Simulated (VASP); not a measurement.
A run of VASP 6.6.1:

The input INCAR:

```
SYSTEM = TaN
ALGO = Normal
EDIFF = 1E-6
ENCUT = 520
GGA = PS
ISIF = 2
ISMEAR = 0
LASPH = .TRUE.
LCHARG = .TRUE.
LELF = .TRUE.
LREAL = .FALSE.
LVHAR = .TRUE.
LWAVE = .FALSE.
NBANDS = 15
NELM = 80
PREC = Accurate
SIGMA = 0.05
```

KPOINTS

```
k-points
0
G
  10 10 9
  0 0 0
```

Contents of POSCAR:

```
TaN
1.0
    2.9242133400      0.0000000000      0.0000000000
   -1.4621066700      2.5324430385      0.0000000000
    0.0000000000      0.0000000000      2.8705270053
Ta N
1 1
Direct
    0.3333333333      0.6666666667      0.5000000000
    0.0000000000      0.0000000000      0.0000000000
```

Potentials or basis: VASP PAW PBE potentials, release 64 (Ta_pv, N).

Launch:

```console
$ cat potpaw_PBE.64/Ta_pv/POTCAR potpaw_PBE.64/N/POTCAR > POTCAR
$ mpirun -np 1 vasp_std > vasp.out
```

Hardware: 1 thread of Intel(R) Xeon(R) Platinum 8559C (Emerald Rapids) (shared host).

Question: Estimate the wall time of this run.

Answer: Run time: 11 s on 1 thread of Intel(R) Xeon(R) Platinum 8559C (Emerald Rapids), with other jobs on the host, peak memory 0.15 GiB. Counts: scf iterations 13, k points 70.
